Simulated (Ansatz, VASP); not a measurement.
# Rh in VASP and in Ansatz

```
Rh
1.0
     0.00000    1.84336    1.84336
     1.84336    0.00000    1.84336
     1.84336    1.84336    0.00000
Rh
1
Direct
  0.00000 0.00000 0.00000
```

Alike in both runs: task single point; functional revPBE; k mesh 23 × 23 × 23; occupations fermi-dirac, width 0.05 eV; collinear spin.

|  | VASP | Ansatz |
| --- | --- | --- |
| version | VASP 6.6.1 | Ansatz 0.2.0 |
| potentials or method | VASP PAW PBE potentials, release 64 (Rh_pv), cutoff 520 eV | plane waves (420 eV) with PAW, scalar-relativistic |
| valence electrons in the cell | 15 | 17 |

```csv
,VASP,Ansatz,Ansatz less VASP
net moment per atom (μB),0.00,0.00,-0.001
```

VASP's potentials were made for PBE, not for revPBE. With one functional, cell and mesh, what is left measures potentials, basis and numerics. VASP's potentials hold 15 valence electrons a cell and Ansatz's 17, so a difference there can come from the potentials and not from the codes. Ansatz's warnings: seeded moment not kept.
